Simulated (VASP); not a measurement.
# Si4HF: single point with PBE+D3(BJ)

System: Si4HF, a slab with vacuum.

```
CELL_PARAMETERS angstrom
7.66719 0.00000 0.00000
0.00000 10.84304 0.00000
0.00000 0.00000 24.25254
ATOMIC_POSITIONS crystal
Si 0.25000 0.50000 0.38455
Si 0.25000 0.00000 0.38455
Si 0.75000 0.50000 0.38455
Si 0.75000 0.00000 0.38455
Si 0.50000 0.62500 0.38455
Si 0.50000 0.12500 0.38455
Si 0.00000 0.62500 0.38455
Si 0.00000 0.12500 0.38455
Si 0.50000 0.75000 0.46359
Si 0.50000 0.25000 0.46359
Si 0.00000 0.75000 0.46359
Si 0.00000 0.25000 0.46359
Si 0.75000 0.87500 0.46359
Si 0.75000 0.37500 0.46359
Si 0.25000 0.87500 0.46359
Si 0.25000 0.37500 0.46359
Si 0.75000 0.00029 0.54234
Si 0.75000 0.50029 0.54234
Si 0.25000 0.00029 0.54234
Si 0.25000 0.50029 0.54234
Si 0.00000 0.12471 0.54234
Si 0.00000 0.62471 0.54234
Si 0.50000 0.12471 0.54234
Si 0.50000 0.62471 0.54234
Si 0.00000 0.25057 0.62103
Si 0.00000 0.75057 0.62103
Si 0.50000 0.25057 0.62103
Si 0.50000 0.75057 0.62103
Si 0.25000 0.37443 0.62103
Si 0.25000 0.87443 0.62103
Si 0.75000 0.37443 0.62103
Si 0.75000 0.87443 0.62103
F 0.25000 0.41359 0.33011
F 0.25000 0.91359 0.33011
F 0.75000 0.41359 0.33011
F 0.75000 0.91359 0.33011
F 0.50000 0.71141 0.33011
F 0.50000 0.21141 0.33011
F 0.00000 0.71141 0.33011
F 0.00000 0.21141 0.33011
H 0.00000 0.16933 0.67126
H 0.00000 0.66933 0.67126
H 0.50000 0.16933 0.67126
H 0.50000 0.66933 0.67126
H 0.25000 0.45567 0.67126
H 0.25000 0.95567 0.67126
H 0.75000 0.45567 0.67126
H 0.75000 0.95567 0.67126
```

```json
{
  "Program": "VASP 6.6.1",
  "Task": "single point",
  "Functional": "PBE",
  "Dispersion": "D3(BJ)",
  "Potentials or basis": "VASP PAW PBE potentials, release 64 (Si, F, H)",
  "Cutoff": "520 eV",
  "k mesh": "2 × 2 × 1",
  "Occupations": "gaussian, width 0.05 eV",
  "Spin": "no spin polarisation"
}
```

```
Largest force              : 0.305 eV/Å
Band gap on the k mesh     : 1.05 eV
Dispersion energy per atom : -0.173 eV
```

Forces on the atoms (eV/Å):
```
Si   0.000  0.288  0.102
Si   0.000  0.288  0.102
Si   0.000  0.288  0.102
Si   0.000  0.288  0.102
Si   0.000 -0.288  0.102
Si   0.000 -0.288  0.102
Si   0.000 -0.288  0.102
Si   0.000 -0.288  0.102
Si   0.000  0.003  0.065
Si   0.000  0.003  0.065
Si   0.000  0.003  0.065
Si   0.000  0.003  0.065
Si   0.000 -0.003  0.065
Si   0.000 -0.003  0.065
Si   0.000 -0.003  0.065
Si   0.000 -0.003  0.065
Si   0.000 -0.005  0.002
Si   0.000 -0.005  0.002
Si   0.000 -0.005  0.002
Si   0.000 -0.005  0.002
Si   0.000  0.005  0.002
Si   0.000  0.005  0.002
Si   0.000  0.005  0.002
Si   0.000  0.005  0.002
Si   0.000 -0.006  0.007
Si   0.000 -0.006  0.007
Si   0.000 -0.006  0.007
Si   0.000 -0.006  0.007
Si   0.000  0.006  0.007
Si   0.000  0.006  0.007
Si   0.000  0.006  0.007
Si   0.000  0.006  0.007
F    0.000 -0.121 -0.169
F    0.000 -0.121 -0.169
F    0.000 -0.121 -0.169
F    0.000 -0.121 -0.169
F    0.000  0.121 -0.169
F    0.000  0.121 -0.169
F    0.000  0.121 -0.169
F    0.000  0.121 -0.169
H    0.000  0.006 -0.007
H    0.000  0.006 -0.007
H    0.000  0.006 -0.007
H    0.000  0.006 -0.007
H    0.000 -0.006 -0.007
H    0.000 -0.006 -0.007
H    0.000 -0.006 -0.007
H    0.000 -0.006 -0.007
```

Levels at points of the mesh, in eV from the valence-band top:
| k point | band 93 | band 94 | band 95 | band 96 | band 97 | band 98 | band 99 | band 100 |
| --- | --- | --- | --- | --- | --- | --- | --- | --- |
| (0.00, 0.00, 0.00) | -1.08 | -0.66 | -0.54 | 0.00 | 1.05 | 1.39 | 1.39 | 1.49 |
| (0.50, 0.00, 0.00) | -1.37 | -1.37 | -1.28 | -1.28 | 1.31 | 1.31 | 1.91 | 1.91 |
| (0.00, 0.50, 0.00) | -0.81 | -0.81 | -0.42 | -0.42 | 1.21 | 1.21 | 1.80 | 1.80 |
| (0.50, 0.50, 0.00) | -1.13 | -1.13 | -1.13 | -1.13 | 1.82 | 1.82 | 1.82 | 1.82 |

Run time: 19 min on 4 MPI ranks on Oxide Virtual Turin-like Processor, on a shared host, peak memory 0.63 GiB a rank.
